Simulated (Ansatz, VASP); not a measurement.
One calculation of Mg4Cd, two programs

```
Mg Cd
1.0
     5.26459    0.00000    0.00000
     0.00000    5.26459    0.00000
     0.00000    0.00000    5.26459
Mg Cd
4 1
Direct
  0.29821 0.29821 0.29821
  0.70179 0.70179 0.29821
  0.29821 0.70179 0.70179
  0.70179 0.29821 0.70179
  0.00000 0.00000 0.00000
```

Change from the starting cell: species swapped into the SnI4 type (P-43m, No. 215).

Alike in both runs: functional PBE; k mesh 4 × 4 × 4; occupations gaussian, width 0.1 eV; no spin polarisation.

Ansatz relaxed the structure, and its values are those at the end. VASP's run is a single point on that final structure, the one shown.

```csv
,VASP,Ansatz
version,VASP 6.6.1,Ansatz 0.2.0
potentials or method,"VASP PAW PBE potentials, release 64 (Mg, Cd), cutoff 520 eV","scalar-relativistic, plane waves, PAW"
valence electrons in the cell,20,60
```

Ansatz gave:

* gap on the k mesh at the Fermi level (eV): none
* pressure (GPa): -0.1
* rms of the force components (eV/Å): 0.020

Problem. Which values does VASP return?

Solution. gap on the k mesh at the Fermi level (eV): none; pressure (GPa): -0.1; rms of the force components (eV/Å): 0.017.

A gap of «none» marks a metal or a gap that the smearing closes. VASP's potentials hold 20 valence electrons a cell and Ansatz's 60, so a difference there can come from the potentials and not from the codes.
